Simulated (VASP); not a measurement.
Write the native input for VASP 6.6.1 that does the following.

| Property | Result |
| --- | --- |
| Task | single point |
| Functional | PBE |
| Potentials or basis | VASP PAW PBE potentials, release 64 (Hf_pv, N) |
| Cutoff | 600 eV |
| k mesh | 6 × 6 × 4 |
| Occupations | gaussian, width 0.1 eV |
| Spin | no spin polarisation |
| Dipole correction | no |
| Further INCAR settings | ALGO = Normal; EDIFF = 1e-06; NBANDS = 23 |

The structure of HfN lies in POSCAR:

```
HfN
1.0
    3.1339080219      0.0000000000      0.0000000000
   -1.5669540110      2.7140439601      0.0000000000
    0.0000000000      0.0000000000      5.4167677200
Hf N
2 2
Direct
    0.6666666667      0.3333333333      0.7500000000
    0.3333333333      0.6666666667      0.2500000000
    0.0000000000      0.0000000000      0.0000000000
    0.0000000000      0.0000000000      0.5000000000
```

The input as run:

INCAR

```
SYSTEM = HfN
ALGO     = Normal         ! electronic algorithm
EDIFF    = 1E-6           ! SCF threshold, eV
ENCUT    = 600            ! plane-wave cutoff, eV
GGA      = PE             ! functional
GGA_COMPAT= .FALSE.      
ISIF     = 2              ! what is computed and relaxed
ISMEAR   = 0              ! smearing method
LASPH    = .TRUE.         ! aspherical terms in the spheres
LCHARG   = .FALSE.        ! write CHGCAR
LREAL    = .FALSE.        ! projectors in reciprocal space
LWAVE    = .FALSE.        ! write WAVECAR
NBANDS   = 23             ! bands
NELM     = 120            ! most SCF steps
PREC     = Accurate       ! precision mode
SIGMA    = 0.1            ! smearing width, eV
```

KPOINTS

```
k-points
0
G
  6 6 4
  0 0 0
```

Potentials or basis: VASP PAW PBE potentials, release 64 (Hf_pv, N).

The run is started by

```sh
$ cat potpaw_PBE.64/Hf_pv/POTCAR potpaw_PBE.64/N/POTCAR > POTCAR
$ mpirun -np 1 vasp_std > vasp.out
```

Results of the run:

- Pressure: 3.8 GPa
- Band gap on the k mesh: zero (band 15 reaches 9.80 eV, above the bottom of band 16 at 7.49 eV)

Caveat: the k points lie up to 0.39 Å⁻¹ apart; spin-orbit coupling is left out, which moves the levels of the heavy elements.

Run time: 31 s on 1 thread of Intel Xeon 6975P-C, on a shared host, peak memory 0.19 GiB.
